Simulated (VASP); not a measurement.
The system is Sc2F3.

```xyz
10
Lattice="3.3928 0.0000 0.0000 -1.6964 2.9383 0.0000 0.0000 0.0000 11.6373" Properties=species:S:1:pos:R:3 pbc="T T T"
Sc    0.0000    0.0000    0.0000
Sc    0.0000    0.0000    5.8187
Sc    0.0000    1.9589    2.9093
Sc    1.6964    0.9794    8.7280
F     0.0000    1.9589    0.9134
F     1.6964    0.9794    6.7320
F     1.6964    0.9794   10.7240
F     0.0000    1.9589    4.9053
F     0.0000    0.0000    2.9093
F     0.0000    0.0000    8.7280
```

The cell was built from a structure type or drawn by symmetry, and may not be a known phase.

| Quantity | Value |
| --- | --- |
| Program | VASP 6.6.1 |
| Task | relaxation of cell and atoms |
| Functional | PBE |
| Potentials or basis | VASP PAW PBE potentials, release 64 (Sc_sv, F) |
| Cutoff | 600 eV |
| k mesh | 5 × 5 × 2 |
| Occupations | gaussian, width 0.2 eV |
| Spin | no spin polarisation |

At the start: pressure 35.0 GPa; volume 11.60 Å³/atom.

How do energy, volume and symmetry change on relaxing?

Over 8 steps the energy falls by 341.2 meV/atom and the volume is 14.37 Å³/atom (+23.9 %); space group P6_3/mmc (No. 194, to 0.1 Å) before and after.

Step by step:
```tsv
step	energy change (eV)	largest force (eV/Å)	pressure (GPa)	volume (Å³)
1	0.0000	1.4677	35.01	116.01
2	-2.6615	0.4697	-7.88	163.93
3	-3.0506	0.7032	-0.47	147.84
4	-3.0513	0.6917	-0.87	148.53
5	-3.1597	0.6212	-0.83	147.70
6	-3.3801	0.2677	-0.59	145.15
7	-3.1696	0.7144	0.88	139.73
8	-3.4124	0.0576	-0.30	143.71
```

Final structure:
```yaml
crystal:
  lattice:
    - [3.76130, 0.00000, 0.00000]
    - [-1.88065, 3.25738, 0.00000]
    - [0.00000, 0.00000, 11.72964]
  atoms:
    - { symbol: Sc, position: [0.00000, 0.00000, 0.00000] }
    - { symbol: Sc, position: [0.00000, 0.00000, 0.50000] }
    - { symbol: Sc, position: [0.33333, 0.66667, 0.25000] }
    - { symbol: Sc, position: [0.66667, 0.33333, 0.75000] }
    - { symbol: F, position: [0.33333, 0.66667, 0.05986] }
    - { symbol: F, position: [0.66667, 0.33333, 0.55986] }
    - { symbol: F, position: [0.66667, 0.33333, 0.94014] }
    - { symbol: F, position: [0.33333, 0.66667, 0.44014] }
    - { symbol: F, position: [0.00000, 0.00000, 0.25000] }
    - { symbol: F, position: [0.00000, 0.00000, 0.75000] }
```

Caveat: the k points lie up to 0.39 Å⁻¹ apart in the final cell, too coarse for converged energies and pressures of a metal; the volume moved by over 15 % at a fixed basis, so the end points are rough; the relaxation stopped at a loose force limit of 0.08 eV/Å, so its end isn't a converged minimum.
